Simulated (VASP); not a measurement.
# Mg (P6/mmm) in VASP: a series of runs

Runs on Mg. Level: PBEsol. Tasks: single point, relaxation of cell and atoms.

Program: VASP 6.6.1. These are calculated values, not measurements. Logs are shortened: lines on timing, memory, paths and dates and some standing lists are left out, and cuts for length are marked.

## (1) The cell of the first run

It takes space group P6/mmm (No. 191, hexagonal). Conventional cell: a = 5.073 Å, b = 5.073 Å, c = 3.074 Å, α = 90.00°, β = 90.00°, γ = 120.00°. Mg (site symmetry 6/mmm) has 14 Mg at 3.07 to 3.31 Å within 4.0 Å. Mg (site symmetry -6m2) has 11 Mg at 2.93 to 3.31 Å within 3.9 Å.

## (2) Single point, PBEsol

File INCAR:

```
PREC = Accurate
ENCUT = 520
EDIFF = 1E-6
ISMEAR = -1
SIGMA = 0.1
LREAL = False
LASPH = True
NELM = 80
ALGO = Normal
ISIF = 2
LWAVE = False
LCHARG = False
GGA = PS
NBANDS = 10
```

File KPOINTS:

```
regular mesh
0
Gamma
  8 8 12
```

File POSCAR:

```
Mg
1.0
    5.0733665094      0.0000000000      0.0000000000
   -2.5366832547      4.3936642798      0.0000000000
    0.0000000000      0.0000000000      3.0736677517
Mg
3
Direct
    1.0000000000      0.0000000000      0.0000000000
    0.3333333333      0.6666666667      0.5000000000
    0.6666666667      0.3333333333      0.5000000000
```

Potentials or basis: VASP PAW PBE potentials, release 64 (Mg).

Command:

```
> cat potpaw_PBE.64/Mg/POTCAR > POTCAR
> mpirun -np 1 vasp_std > vasp.out
```

OUTCAR:

```text
PREC = Accurate
   ENCUT = 520
   EDIFF = 1E-6
   ISMEAR = -1
   LREAL = False
   LASPH = True
   NELM = 80
   ISIF = 2
   GGA = PS

 ion  position               nearest neighbor table
   1  0.000  0.000  0.000-   2 3.31   3 3.31   2 3.31   3 3.31   2 3.31   2 3.31   3 3.31   3 3.31
                             3 3.31   3 3.31   2 3.31   2 3.31
   2  0.333  0.667  0.500-   3 2.93   3 2.93   3 2.93   1 3.31   1 3.31   1 3.31   1 3.31   1 3.31
                             1 3.31
   3  0.667  0.333  0.500-   2 2.93   2 2.93   2 2.93   1 3.31   1 3.31   1 3.31   1 3.31   1 3.31
                             1 3.31

  LATTYP: Found a hexagonal cell.
 ALAT       =     5.0733665094
 C/A-ratio  =     0.6058438211

  Lattice vectors:

 A1 = (   5.0733665094,   0.0000000000,   0.0000000000)
 A2 = (  -2.5366832547,   4.3936642798,   0.0000000000)
 A3 = (   0.0000000000,   0.0000000000,   3.0736677517)

Analysis of symmetry for initial positions (statically):
=====================================================================
 Subroutine PRICEL returns:
 Original cell was already a primitive cell.

 Routine SETGRP: Setting up the symmetry group for a
 hexagonal supercell.

 Subroutine GETGRP returns: Found 24 space group operations
 (whereof 24 operations were pure point group operations)
 out of a pool of 24 trial point group operations.

The static configuration has the point symmetry D_6h.

Analysis of symmetry for dynamics (positions and initial velocities):
=====================================================================
 Subroutine PRICEL returns:
 Original cell was already a primitive cell.

 Routine SETGRP: Setting up the symmetry group for a
 hexagonal supercell.

 Subroutine GETGRP returns: Found 24 space group operations
 (whereof 24 operations were pure point group operations)
 out of a pool of 24 trial point group operations.

The dynamic configuration has the point symmetry D_6h.

 Subroutine INISYM returns: Found 24 space group operations
 (whereof 24 operations are pure point group operations),
 and found     1 'primitive' translations

----------------------------------------------------------------------------------------

                                     Primitive cell

  volume of cell :      68.5141

  direct lattice vectors                    reciprocal lattice vectors
     5.073366509  0.000000000  0.000000000     0.197107778  0.113800229  0.000000000
    -2.536683255  4.393664280  0.000000000     0.000000000  0.227600457  0.000000000
     0.000000000  0.000000000  3.073667752     0.000000000  0.000000000  0.325344208

  length of vectors
[... 89 lines left out ...]
   NFREE  =      0    steps in history (QN), initial steepest desc. (CG)
   ISIF   =      2    stress and relaxation
   ISYM   =      2    0-nonsym 1-usesym 2-fastsym
   POTIM  = 0.5000    time-step for ionic-motion
   TEBEG  =    0.0;   TEEND  =   0.0 temperature during run
   PSTRESS=    0.0 pullay stress
   NELECT =       6.0000    total number of electrons
   NUPDOWN=      -1.0000    fix difference up-down
   EMIN   =  10.00;   EMAX   =-10.00  energy-range for DOS
   EFERMI =   0.00;   METHOD = LEGACY
   ISMEAR =    -1;   SIGMA  =   0.10  broadening in eV -4-tet -1-fermi 0-gaus
   EFERMI_NEDOS =   21; number of points for ismear=-14 and -15
   IALGO  =     38    algorithm
   IMIX   =      4    mixing-type and parameters
     AMIX     =   0.40;   BMIX     =  1.00
     AMIX_MAG =   1.60;   BMIX_MAG =  1.00
  volume/ion in A,a.u.               =      22.84       154.12
  Fermi-wavevector in a.u.,A,eV,Ry     =   0.726996  1.373823  7.190991  0.528523
  Thomas-Fermi vector in A             =   1.818109
   LORBIT       =      0    0 simple, 1 ext, 2 COOP (PROOUT), +10 PAW based schemes
   GGA     = PS    functional components
   LHFCALC =     F    Hartree Fock is set to
   AEXX    =    0.0000 exact exchange contribution
   IVDW    =     0    specifies the selected vdW correction
   LEPSILON=     F    determine dielectric tensor
   LRPA    =     F    only Hartree local field effects (RPA)
 non-spin polarized calculation
  energy-cutoff  :      520.00
  volume of cell :       68.51
 maximum number of plane-waves:      1884
 NGX is ok and might be reduce to    40
   NGX = 19   NGY = 19   NGZ = 11

 number of electron       6.0000000 magnetization

 Free energy of the ion-electron system (eV)
  ---------------------------------------------------
  ext. energy  EPLUGINS =         0.00000000
  ---------------------------------------------------
  free energy    TOTEN  =        -5.02149410 eV

  energy without entropy =       -4.98145583  energy(sigma->0) =       -5.00147496

 E-fermi :   2.6695     XC(G=0):  -8.5498

 val. band max:        2.6206222371   @ k =   0.5000   0.0000   0.2500
 cond. band min:       2.6704775739   @ k =   0.3750   0.2500   0.5000
 fundamental gap:      0.0498553369
 Fermi energy:         2.6694584296

 k-point     1 :       0.0000    0.0000    0.0000
  band No.  band energies     occupation
      1      -4.3328      2.00000
      2       2.8536      0.27388
      3       2.8536      0.27388
      4       2.9072      0.16981
      5       2.9072      0.16981
      6       3.9890      0.00000
      7       4.0511      0.00000
      8      10.6816      0.00000
      9      11.1337      0.00000
     10      15.9903      0.00000
[... 287 lines left out ...]
 k-point    24 :       0.3750    0.0000    0.1667
  band No.  band energies     occupation
      1      -2.8018      2.00000
      2      -0.8983      2.00000
      3       1.6135      1.99995
      4       2.2203      1.97785
      5       6.9813      0.00000
      6       7.0454      0.00000
      7       8.0092      0.00000
      8       9.0250      0.00000
      9      10.3476      0.00000
     10      10.5313      0.00000

 [... further k-points ...]
[... 5 lines left out ...]
  --------------------------------------------------------------------------------------
  -------------------------------------------------------------------------------------
  Total       -0.0409581     -0.0409581     -0.0130422     -0.0000000      0.0000000      0.0000000
  in kB       -0.9577899     -0.9577899     -0.3049863     -0.0000000      0.0000000      0.0000000
  external PRESSURE =      -0.7401887 kB  Pullay stress =       0.0000000 kB

 VOLUME and BASIS-vectors are now :
 -----------------------------------------------------------------------------
  energy-cutoff  :      520.00
  volume of cell :       68.51
      direct lattice vectors                 reciprocal lattice vectors
     5.073366509  0.000000000  0.000000000     0.197107778  0.113800229  0.000000000
    -2.536683255  4.393664280  0.000000000     0.000000000  0.227600457  0.000000000
     0.000000000  0.000000000  3.073667752     0.000000000  0.000000000  0.325344208

 POSITION                                       TOTAL-FORCE (eV/Angst)
 -----------------------------------------------------------------------------------
      0.00000      0.00000      0.00000        -0.000000      0.000000     -0.000000
     -0.00000      2.92911      1.53683        -0.000000      0.000000     -0.000000
      2.53668      1.46455      1.53683         0.000000      0.000000      0.000000
 -----------------------------------------------------------------------------------
    total drift:                                0.000000     -0.000000     -0.000000

  FREE ENERGIE OF THE ION-ELECTRON SYSTEM (eV)
  ---------------------------------------------------
  free  energy   TOTEN  =        -5.0214940975 eV

  energy  without entropy=       -4.9814558282  energy(sigma->0) =       -5.00147496
```

OSZICAR:

```text
N       E                     dE             d eps       ncg     rms          rms(c)
DAV:   1     0.105725381302E+01    0.10573E+01   -0.19916E+03  1400   0.422E+02
DAV:   2    -0.493473671098E+01   -0.59920E+01   -0.58139E+01  1840   0.446E+01
DAV:   3    -0.505547389684E+01   -0.12074E+00   -0.11979E+00  1826   0.508E+00
DAV:   4    -0.505600598938E+01   -0.53209E-03   -0.53199E-03  1686   0.359E-01
DAV:   5    -0.505601018330E+01   -0.41939E-05   -0.41939E-05  1676   0.333E-02    0.117E+00
DAV:   6    -0.503760243194E+01    0.18408E-01   -0.11352E-03  1632   0.220E-01    0.745E-01
DAV:   7    -0.502149334999E+01    0.16109E-01   -0.47096E-03  1482   0.406E-01    0.388E-02
DAV:   8    -0.502149507092E+01   -0.17209E-05   -0.74034E-05  1732   0.413E-02    0.777E-03
DAV:   9    -0.502149354554E+01    0.15254E-05   -0.24265E-06  1630   0.862E-03    0.273E-03
DAV:  10    -0.502149409751E+01   -0.55197E-06   -0.52999E-07   928   0.236E-03
   1 F= -.50214941E+01 E0= -.50014750E+01  d E =-.400383E-01
```

Run time: 24 s. Hardware: 1 thread of Intel Xeon Platinum 8488C (Sapphire Rapids), shared host; peak memory 0.2 GiB.

Results:

```yaml
Free_energy: -5.0215 eV
Pressure: -0.1 GPa
Band_gap_on_the_k_mesh: zero (band 3 reaches 6.18 eV, above the bottom of band 4 at 1.68 eV)
```

Levels at points of the mesh, in eV from the Fermi level:
| k point | band 1 | band 2 | band 3 | band 4 | band 5 | band 6 | band 7 |
| --- | --- | --- | --- | --- | --- | --- | --- |
| (0.00, 0.00, 0.00) | -7.00 | 0.18 | 0.18 | 0.24 | 0.24 | 1.32 | 1.38 |
| (0.50, 0.00, 0.00) | -5.07 | -5.07 | -1.57 | -0.99 | 5.53 | 5.65 | 6.29 |
| (0.00, 0.00, 0.50) | -3.22 | -2.97 | 3.51 | 3.51 | 3.64 | 3.64 | 3.89 |
| (0.50, 0.00, 0.50) | -1.54 | -1.30 | -1.13 | -0.92 | 1.82 | 2.38 | 2.87 |

Caveat: the PAW data sets were made with another functional, which shifts forces and pressure a little.

## (3) Single point, PBEsol (volume scaled by 1.04)

File INCAR:

```
ALGO = Normal
EDIFF = 1E-6
ENCUT = 520
GGA = PS
ISIF = 2
ISMEAR = -1
LASPH = True
LCHARG = True
LELF = True
LREAL = False
LVHAR = True
LWAVE = False
NBANDS = 10
NELM = 100
PREC = Accurate
SIGMA = 0.1
```

File KPOINTS:

```
k-points
0
Gamma
  8 8 12
```

File POSCAR:

```
Mg
1.0
    5.1401289880      0.0000000000      0.0000000000
   -2.5700644940      4.4514822823      0.0000000000
    0.0000000000      0.0000000000      3.1141153869
Mg
3
Direct
    1.0000000000      0.0000000000      0.0000000000
    0.3333333333      0.6666666667      0.5000000000
    0.6666666667      0.3333333333      0.5000000000
```

Potentials or basis: VASP PAW PBE potentials, release 64 (Mg).

Command:

```
> cat potpaw_PBE.64/Mg/POTCAR > POTCAR
> mpirun -np 1 vasp_std > vasp.out
```

It took 29 s on 1 thread of Intel Xeon Platinum 8488C (Sapphire Rapids), shared host; peak memory 0.2 GiB.

Results (log left out):

* Free energy: -5.0089 eV
* Pressure: -1.4 GPa
* Band gap on the k mesh: zero (band 3 reaches 5.87 eV, above the bottom of band 4 at 1.47 eV)

Stress tensor (GPa, compression positive):
```
-1.39  0.00  0.00
 0.00 -1.39  0.00
 0.00  0.00 -1.30
```

Levels at points of the mesh, in eV from the Fermi level:
```
           k point  band 1  band 2  band 3  band 4  band 5  band 6
(0.00, 0.00, 0.00)   -6.83    0.21    0.21    0.26    0.26    1.22
(0.50, 0.00, 0.00)   -4.95   -4.94   -1.51   -1.00    5.43    5.55
(0.00, 0.00, 0.50)   -3.16   -2.88    3.41    3.41    3.60    3.60
(0.50, 0.00, 0.50)   -1.50   -1.24   -1.14   -0.90    1.78    2.37
```

Caveat: the PAW data sets were made with another functional, which shifts forces and pressure a little.

## (4) Single point, PBEsol (volume scaled by 1.08)

File INCAR:

```
ALGO = Normal
EDIFF = 1E-7
ENCUT = 520
GGA = PS
ISIF = 2
ISMEAR = -1
LASPH = True
LCHARG = False
LREAL = False
LWAVE = False
NBANDS = 10
NELM = 100
PREC = Accurate
SIGMA = 0.1
```

KPOINTS is that of step 3.

File POSCAR:

```
Mg
1.0
    5.2052008198      0.0000000000      0.0000000000
   -2.6026004099      4.5078361418      0.0000000000
    0.0000000000      0.0000000000      3.1535387541
Mg
3
Direct
    1.0000000000      0.0000000000      0.0000000000
    0.3333333333      0.6666666667      0.5000000000
    0.6666666667      0.3333333333      0.5000000000
```

Command:

```
> cat potpaw_PBE.64/Mg/POTCAR > POTCAR
> mpirun -np 1 vasp_std > vasp.out
```

Run time: 30 s. Hardware: 1 thread of Intel Xeon Platinum 8488C (Sapphire Rapids), shared host; peak memory 0.2 GiB.

Results (log left out):

```yaml
Free_energy: -4.9764 eV
Pressure: -2.4 GPa
Band_gap_on_the_k_mesh: zero (band 3 reaches 5.59 eV, above the bottom of band 4 at 1.27 eV)
```

Stress tensor (GPa, compression positive):
```
-2.45  0.00  0.00
 0.00 -2.45  0.00
 0.00  0.00 -2.34
```

Levels at points of the mesh, in eV from the Fermi level:
| k point | band 1 | band 2 | band 3 | band 4 | band 5 | band 6 | band 7 |
| --- | --- | --- | --- | --- | --- | --- | --- |
| (0.00, 0.00, 0.00) | -6.67 | 0.23 | 0.23 | 0.28 | 0.28 | 1.13 | 1.17 |
| (0.50, 0.00, 0.00) | -4.83 | -4.83 | -1.45 | -1.00 | 5.34 | 5.45 | 5.96 |
| (0.00, 0.00, 0.50) | -3.10 | -2.80 | 3.32 | 3.32 | 3.57 | 3.57 | 3.67 |
| (0.50, 0.00, 0.50) | -1.46 | -1.18 | -1.14 | -0.87 | 1.76 | 2.36 | 2.67 |

Caveat: the PAW data sets were made with another functional, which shifts forces and pressure a little.

(Part 1 of 3 ends here.)
